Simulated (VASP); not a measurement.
Runs of VASP 6.6.1 on Hf. The structure is that of space group I4/mmm (No. 139), or close to it. The cells are those of the table. 

```csv
cell,gap on the mesh (eV),pressure (GPa)
"a = 3.045, b = 3.045, c = 3.645 Å, angles 53.2, 53.2, 73.5°, 1 atom",none,-5.2
"a = 3.048, b = 3.048, c = 3.163 Å, angles 58.7, 58.7, 62.5°, 1 atom",none,0.0
"a = 3.095, b = 3.095, c = 2.848 Å, angles 62.6, 62.6, 54.8°, 1 atom",none,10.8
"a = 3.224, b = 3.224, c = 2.967 Å, angles 62.6, 62.6, 54.8°, 1 atom",none,-4.4
"a = 3.045, b = 3.045, c = 3.374 Å, angles 56.4, 56.4, 67.3°, 1 atom",none,(b)
"a = 2.923, b = 2.923, c = 3.499 Å, angles 53.2, 53.2, 73.5°, 1 atom",none,9.6
"a = 3.062, b = 3.062, c = 3.288 Å, angles 57.5, 57.5, 65.0°, 1 atom",none,-4.4
"a = 3.101, b = 3.101, c = 3.330 Å, angles 57.5, 57.5, 65.0°, 1 atom",none,(a)
```

Alike in all rows: task single point; level LDA; potentials or basis VASP PAW LDA potentials, release 64 (Hf_pv); no spin polarisation; k mesh 20 × 20 × 20; cutoff (eV) 520; smearing gaussian 0.15 eV.

Q: Estimate the missing entries.

A: (a) -7.9; (b) -5.0.

Caveats: spin-orbit coupling is left out, which moves the levels of the heavy elements; the cell stands under tension (at least some runs); the cell stands under pressure (at least some runs).

A k mesh can miss the band edges, and the runs leave out spin-orbit coupling on Hf.

A gap of «none» marks levels without a gap at the run's occupations.
